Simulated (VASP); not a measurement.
# Lu (P6_3/mmc) in VASP: single point with PBEsol

Aim: the single point of Lu with PBEsol.

Everything below comes from runs of VASP 6.6.1. Logs are shortened: lines on timing, memory, paths and dates and some standing lists are left out, and cuts for length are marked.

### Step 1. The cell of the first run

It takes space group P6_3/mmc (No. 194, hexagonal). Conventional cell: a = 3.443 Å, b = 3.443 Å, c = 5.351 Å, α = 90.00°, β = 90.00°, γ = 120.00°. Within 4.4 Å of Lu (site symmetry -6m2) lie 12 Lu at 3.33 to 3.44 Å.

### Step 2. Single point, PBEsol

INCAR

```
ALGO = Fast ; EDIFF = 1E-6
ENCUT = 520 ; GGA = PS
ISIF = 2 ; ISMEAR = 1
LASPH = T ; LCHARG = F
LREAL = F ; LWAVE = F
NBANDS = 32 ; NELM = 80
PREC = Accurate ; SIGMA = 0.1
```

KPOINTS

```
k-points
0
Gamma
  15 15 10
```

POSCAR

```
Lu
1.0
    3.4433743897      0.0000000000      0.0000000000
   -1.7216871949      2.9820496962      0.0000000000
    0.0000000000      0.0000000000      5.3505320178
Lu
2
Direct
    0.3333333333      0.6666666667      0.2500000000
    0.6666666667      0.3333333333      0.7500000000
```

Potentials or basis: VASP PAW PBE potentials, release 64 (Lu).

Launch:

```console
$ cat potpaw_PBE.64/Lu/POTCAR > POTCAR
$ mpirun -np 1 vasp_std > vasp.out
```

OUTCAR:

```text
EDIFF = 1E-6
   ENCUT = 520
   GGA = PS
   ISIF = 2
   ISMEAR = 1
   LASPH = T
   LREAL = F
   NELM = 80
   PREC = Accurate

 ion  position               nearest neighbor table
   1  0.333  0.667  0.250-   2 3.33   2 3.33   2 3.33   2 3.33   2 3.33   2 3.33
   2  0.667  0.333  0.750-   1 3.33   1 3.33   1 3.33   1 3.33   1 3.33   1 3.33

  LATTYP: Found a hexagonal cell.
 ALAT       =     3.4433743897
 C/A-ratio  =     1.5538629879

  Lattice vectors:

 A1 = (   3.4433743897,   0.0000000000,   0.0000000000)
 A2 = (  -1.7216871949,   2.9820496962,   0.0000000000)
 A3 = (   0.0000000000,   0.0000000000,   5.3505320178)

Analysis of symmetry for initial positions (statically):
=====================================================================
 Subroutine PRICEL returns:
 Original cell was already a primitive cell.

 Routine SETGRP: Setting up the symmetry group for a
 hexagonal supercell.

 Subroutine GETGRP returns: Found 24 space group operations
 (whereof 12 operations were pure point group operations)
 out of a pool of 24 trial point group operations.

The static configuration has the point symmetry D_3d.
 The point group associated with its full space group is D_6h.

Analysis of symmetry for dynamics (positions and initial velocities):
=====================================================================
 Subroutine PRICEL returns:
 Original cell was already a primitive cell.

 Routine SETGRP: Setting up the symmetry group for a
 hexagonal supercell.

 Subroutine GETGRP returns: Found 24 space group operations
 (whereof 12 operations were pure point group operations)
 out of a pool of 24 trial point group operations.

The dynamic configuration has the point symmetry D_3d.
 The point group associated with its full space group is D_6h.

 Subroutine INISYM returns: Found 24 space group operations
 (whereof 12 operations are pure point group operations),
 and found     1 'primitive' translations

----------------------------------------------------------------------------------------

                                     Primitive cell

  volume of cell :      54.9409

  direct lattice vectors                    reciprocal lattice vectors
     3.443374390  0.000000000  0.000000000     0.290412801  0.167669909  0.000000000
    -1.721687195  2.982049696  0.000000000     0.000000000  0.335339817  0.000000000
     0.000000000  0.000000000  5.350532018     0.000000000  0.000000000  0.186897302

  length of vectors
     3.443374390  3.443374390  5.350532018     0.335339817  0.335339817  0.186897302

  position of ions in fractional coordinates (direct lattice)
     0.333333333  0.666666667  0.250000000
     0.666666667  0.333333333  0.750000000

  ion indices of the primitive-cell ions
   primitive index   ion index
                 1           1
                 2           2

----------------------------------------------------------------------------------------

 KPOINTS: k-points

Automatic generation of k-mesh.
 Grid dimensions read from file:
 generate k-points for:   15   15   10

 Generating k-lattice:

  Cartesian coordinates                     Fractional coordinates (reciprocal lattice)
     0.019360853  0.011177994  0.000000000     0.066666667  0.000000000  0.000000000
     0.000000000  0.022355988  0.000000000     0.000000000  0.066666667  0.000000000
     0.000000000  0.000000000  0.018689730     0.000000000  0.000000000  0.100000000

  Length of vectors
     0.022355988  0.022355988  0.018689730

  Shift w.r.t. Gamma in fractional coordinates (k-lattice)
     0.000000000  0.000000000  0.000000000

 Subroutine IBZKPT returns following result:
 ===========================================

 Found    162 irreducible k-points:

 Following reciprocal coordinates:
            Coordinates               Weight
  0.000000  0.000000  0.000000      1.000000
  0.066667  0.000000  0.000000      6.000000
  0.133333  0.000000  0.000000      6.000000
  0.200000 -0.000000  0.000000      6.000000
  0.266667  0.000000  0.000000      6.000000
  0.333333  0.000000  0.000000      6.000000
[... 16 lines left out ...]
  0.333333  0.200000  0.000000     12.000000
  0.400000  0.200000  0.000000      6.000000
 [... further k-points ...]
   k-points           NKPTS =    162   k-points in BZ     NKDIM =    162   number of bands    NBANDS=     32
   number of dos      NEDOS =    301   number of ions     NIONS =      2
   total plane-waves  NPLWV =  31360
   dimension x,y,z NGX =    28 NGY =   28 NGZ =   40
   dimension x,y,z NGXF=    56 NGYF=   56 NGZF=   80
   ions per type =               2
   NGX,Y,Z   is equivalent  to a cutoff of  13.52, 13.52, 12.43 a.u.
   NGXF,Y,Z  is equivalent  to a cutoff of  27.04, 27.04, 24.86 a.u.
 SYSTEM =  unknown system
   PREC   = accura    normal or accurate (medium, high low for compatibility)
   ISTART =      0    job   : 0-new  1-cont  2-samecut
   ICHARG =      2    charge: 1-file 2-atom 10-const
   ISPIN  =      1    spin polarized calculation?
   LNONCOLLINEAR =      F non collinear calculations
   LSORBIT =      F    spin-orbit coupling
   LASPH  =      T    aspherical Exc in radial PAW
   ENCUT  =  520.0 eV  38.22 Ry    6.18 a.u.   6.40  6.40  9.95*2*pi/ulx,y,z
   NELM   =     80;   NELMIN=  2; NELMDL= -5     # of ELM steps
   EDIFF  = 0.1E-05   stopping-criterion for ELM
   LREAL  =      F    real-space projection
   EDIFFG = 0.1E-04   stopping-criterion for IOM
   NSW    =      0    number of steps for IOM
   IBRION =     -1    ionic relax: 0-MD 1-quasi-New 2-CG
   NFREE  =      0    steps in history (QN), initial steepest desc. (CG)
   ISIF   =      2    stress and relaxation
   ISYM   =      2    0-nonsym 1-usesym 2-fastsym
   POTIM  = 0.5000    time-step for ionic-motion
   TEBEG  =    0.0;   TEEND  =   0.0 temperature during run
   PSTRESS=    0.0 pullay stress
   NELECT =      50.0000    total number of electrons
   NUPDOWN=      -1.0000    fix difference up-down
   EMIN   =  10.00;   EMAX   =-10.00  energy-range for DOS
   EFERMI =   0.00;   METHOD = LEGACY
   ISMEAR =     1;   SIGMA  =   0.10  broadening in eV -4-tet -1-fermi 0-gaus
   EFERMI_NEDOS =   21; number of points for ismear=-14 and -15
   IALGO  =     68    algorithm
   IMIX   =      4    mixing-type and parameters
     AMIX     =   0.40;   BMIX     =  1.00
     AMIX_MAG =   1.60;   BMIX_MAG =  1.00
  volume/ion in A,a.u.               =      27.47       185.38
  Fermi-wavevector in a.u.,A,eV,Ry     =   1.586473  2.998000 34.244475  2.516898
  Thomas-Fermi vector in A             =   2.685779
   LORBIT       =      0    0 simple, 1 ext, 2 COOP (PROOUT), +10 PAW based schemes
   GGA     = PS    functional components
   LHFCALC =     F    Hartree Fock is set to
   AEXX    =    0.0000 exact exchange contribution
   IVDW    =     0    specifies the selected vdW correction
   LEPSILON=     F    determine dielectric tensor
   LRPA    =     F    only Hartree local field effects (RPA)
 non-spin polarized calculation
 RMM-DIIS sequential band-by-band and
 Methfessel and Paxton  Order N= 1 SIGMA  =   0.10
  energy-cutoff  :      520.00
  volume of cell :       54.94
 maximum number of plane-waves:      1501
 NGX is ok and might be reduce to    28
   NGX = 13   NGY = 13   NGZ = 19

 number of electron      50.0000018 magnetization

 Free energy of the ion-electron system (eV)
  ---------------------------------------------------
  ext. energy  EPLUGINS =         0.00000000
  ---------------------------------------------------
  free energy    TOTEN  =        -9.90124095 eV

  energy without entropy =       -9.90046715  energy(sigma->0) =       -9.90098302

 E-fermi :   2.2977     XC(G=0): -11.0609

 val. band max:        2.2883174438   @ k =   0.4667   0.0667   0.4000
 cond. band min:       2.2982080393   @ k =   0.4000   0.0000   0.2000
 fundamental gap:      0.0098905955
 Fermi energy:         2.2976703664

 k-point     1 :       0.0000    0.0000    0.0000
  band No.  band energies     occupation
      1     -53.7474      2.00000
      2     -53.6994      2.00000
      3     -24.7665      2.00000
      4     -24.2427      2.00000
      5     -24.2427      2.00000
      6     -24.1373      2.00000
[... 24 lines left out ...]
     31       5.8236      0.00000
     32       5.8236      0.00000

 k-point     2 :       0.0667    0.0000    0.0000
  band No.  band energies     occupation
      1     -53.7461      2.00000
      2     -53.6989      2.00000
      3     -24.7578      2.00000
      4     -24.2598      2.00000
      5     -24.2487      2.00000
      6     -24.1557      2.00000
[... 24 lines left out ...]
     31       5.6552      0.00000
     32       5.7040      0.00000

 k-point     3 :       0.1333    0.0000    0.0000
  band No.  band energies     occupation
      1     -53.7422      2.00000
      2     -53.6978      2.00000
      3     -24.7323      2.00000
      4     -24.3083      2.00000
      5     -24.2654      2.00000
      6     -24.2066      2.00000
[... 24 lines left out ...]
     31       5.6276      0.00000
     32       5.7208      0.00000

 k-point     4 :       0.2000   -0.0000    0.0000
  band No.  band energies     occupation
      1     -53.7363      2.00000
      2     -53.6963      2.00000
      3     -24.6923      2.00000
      4     -24.3801      2.00000
      5     -24.2891      2.00000
      6     -24.2796      2.00000
[... 24 lines left out ...]
     31       6.0686      0.00000
     32       6.2126      0.00000

 k-point     5 :       0.2667    0.0000    0.0000
  band No.  band energies     occupation
      1     -53.7292      2.00000
      2     -53.6949      2.00000
      3     -24.6415      2.00000
      4     -24.4629      2.00000
      5     -24.3604      2.00000
      6     -24.3154      2.00000
[... 584 lines left out ...]
     31       7.2219      0.00000
     32       8.1978      0.00000

 k-point    22 :       0.2667    0.2000    0.0000
  band No.  band energies     occupation
      1     -53.7136      2.00000
      2     -53.6944      2.00000
      3     -24.5524      2.00000
      4     -24.5162      2.00000
      5     -24.4995      2.00000
      6     -24.3730      2.00000
[... 24 lines left out ...]
     31       7.6710      0.00000
     32       8.9910      0.00000

 k-point    23 :       0.3333    0.2000    0.0000
  band No.  band energies     occupation
      1     -53.7084      2.00000
      2     -53.6955      2.00000
      3     -24.5900      2.00000
      4     -24.4970      2.00000
      5     -24.4669      2.00000
      6     -24.4147      2.00000
[... 24 lines left out ...]
     31       7.9645      0.00000
     32       9.1805      0.00000

 k-point    24 :       0.4000    0.2000    0.0000
  band No.  band energies     occupation
      1     -53.7061      2.00000
      2     -53.6963      2.00000
      3     -24.6030      2.00000
      4     -24.4892      2.00000
      5     -24.4429      2.00000
      6     -24.4366      2.00000
[... 24 lines left out ...]
     31       8.1150      0.00000
     32       8.9039      0.00000

 [... further k-points ...]

------------------------ aborting loop because EDIFF is reached ----------------------------------------

  FORCE on cell =-STRESS in cart. coord.  units (eV):
  Direction    XX          YY          ZZ          XY          YZ          ZX
  --------------------------------------------------------------------------------------
  -------------------------------------------------------------------------------------
  Total       -0.0307784     -0.0307784     -0.0287350      0.0000000     -0.0000000      0.0000000
  in kB       -0.8975528     -0.8975528     -0.8379646      0.0000000     -0.0000000      0.0000000
  external PRESSURE =      -0.8776900 kB  Pullay stress =       0.0000000 kB

 VOLUME and BASIS-vectors are now :
 -----------------------------------------------------------------------------
  energy-cutoff  :      520.00
  volume of cell :       54.94
      direct lattice vectors                 reciprocal lattice vectors
     3.443374390  0.000000000  0.000000000     0.290412801  0.167669909  0.000000000
    -1.721687195  2.982049696  0.000000000     0.000000000  0.335339817  0.000000000
     0.000000000  0.000000000  5.350532018     0.000000000  0.000000000  0.186897302

 POSITION                                       TOTAL-FORCE (eV/Angst)
 -----------------------------------------------------------------------------------
     -0.00000      1.98803      1.33763        -0.000000      0.000000      0.000000
      1.72169      0.99402      4.01290         0.000000     -0.000000      0.000000
 -----------------------------------------------------------------------------------
    total drift:                               -0.000000      0.000000     -0.000000

  FREE ENERGIE OF THE ION-ELECTRON SYSTEM (eV)
  ---------------------------------------------------
  free  energy   TOTEN  =        -9.9012409469 eV

  energy  without entropy=       -9.9004671537  energy(sigma->0) =       -9.90098302
```

Run time: 19 min. Hardware: 1 thread of Intel Xeon 8259CL, shared host; peak memory 0.36 GiB.

Results:

| Property | Result |
| --- | --- |
| Free energy | -9.9012 eV |
| Pressure | -0.1 GPa |
| Band gap on the k mesh | zero (bands 25 and 26 overlap by 1.92 eV) |

Levels at points of the mesh, in eV from the Fermi level:
| k point | band 22 | band 23 | band 24 | band 25 | band 26 | band 27 | band 28 | band 29 |
| --- | --- | --- | --- | --- | --- | --- | --- | --- |
| (0.00, 0.00, 0.00) | -4.72 | -4.71 | -2.49 | 0.93 | 2.21 | 2.21 | 2.72 | 3.01 |
| (0.00, 0.00, 0.50) | -4.72 | -4.39 | -4.39 | 1.27 | 1.27 | 2.10 | 2.10 | 2.10 |

Caveat: the PAW data sets were made with another functional, which shifts forces and pressure a little; spin-orbit coupling is left out, which moves the levels of the heavy elements.
